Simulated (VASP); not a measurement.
NbAs, 4 atoms in the cell. Symmetry: I4_1md, No. 109, tetragonal system. The conventional cell has a = 3.480 Å, b = 3.480 Å, c = 11.851 Å, α = 90.00°, β = 90.00°, γ = 90.00°. Within 3.5 Å of Nb (site symmetry 2mm) lie 6 As at 2.64 to 2.65 Å and 8 Nb at 3.44 to 3.48 Å. As (site symmetry 2mm) has 6 Nb at 2.64 to 2.65 Å and 8 As at 3.44 to 3.48 Å within 3.5 Å. 

- Program: VASP 6.6.1
- Task: single point
- Functional: r2SCAN
- Potentials or basis: VASP PAW PBE potentials, release 64 (Nb_sv, As)
- Cutoff: 520 eV
- k mesh: 11 × 11 × 11
- Occupations: fermi-dirac, width 0.1 eV
- Spin: no spin polarisation
- Dipole correction: no
- Further INCAR settings: ALGO = Normal; EDIFF = 1e-06; NBANDS = 26

Potentials or basis: VASP PAW PBE potentials, release 64 (Nb_sv, As).

Run with:

```console
$ cat potpaw_PBE.64/Nb_sv/POTCAR potpaw_PBE.64/As/POTCAR > POTCAR
$ cp INCAR.step1 INCAR
$ mpirun -np 1 vasp_std > vasp.out
$ cp INCAR.step2 INCAR
$ mpirun -np 1 vasp_std > vasp.out
```

Hardware: 1 thread of Intel(R) Xeon(R) Platinum 8488C (Sapphire Rapids) (shared host).

**Question.** How long does it take, and how much memory?

**Answer.** Run time: 30 min on 1 thread of Intel(R) Xeon(R) Platinum 8488C (Sapphire Rapids), on a shared host, peak memory 0.48 GiB. Counts: k points 126.
